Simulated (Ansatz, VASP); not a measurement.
# As in VASP and in Ansatz

```
CELL_PARAMETERS angstrom
0.00000 2.68296 3.42613
2.40543 0.00000 3.42613
2.40543 2.68296 0.00000
ATOMIC_POSITIONS crystal
As 0.00000 0.00000 0.00000
As 0.25000 0.25000 0.25000
```

Alike in both runs: task single point; functional PBE; k mesh 6 × 6 × 6; occupations gaussian, width 0.1 eV; no spin polarisation.

|  | VASP | Ansatz |
| --- | --- | --- |
| version | VASP 6.6.1 | Ansatz 0.2.0 |
| potentials or method | VASP PAW PBE potentials, release 64 (As), cutoff 500 eV | scalar-relativistic, plane waves, PAW |
| valence electrons in the cell | 10 | 30 |

```tsv
	VASP	Ansatz	Ansatz less VASP
gap on the k mesh at the Fermi level (eV)	none	none	-
pressure (GPa)	10.5	10.2	-0.36
traceless stress, the component that is largest in VASP (GPa)	4.89	4.72	-0.172
```

A gap of «none» marks a metal or a gap that the smearing closes. VASP's potentials hold 10 valence electrons a cell and Ansatz's 30, so a difference there can come from the potentials and not from the codes.
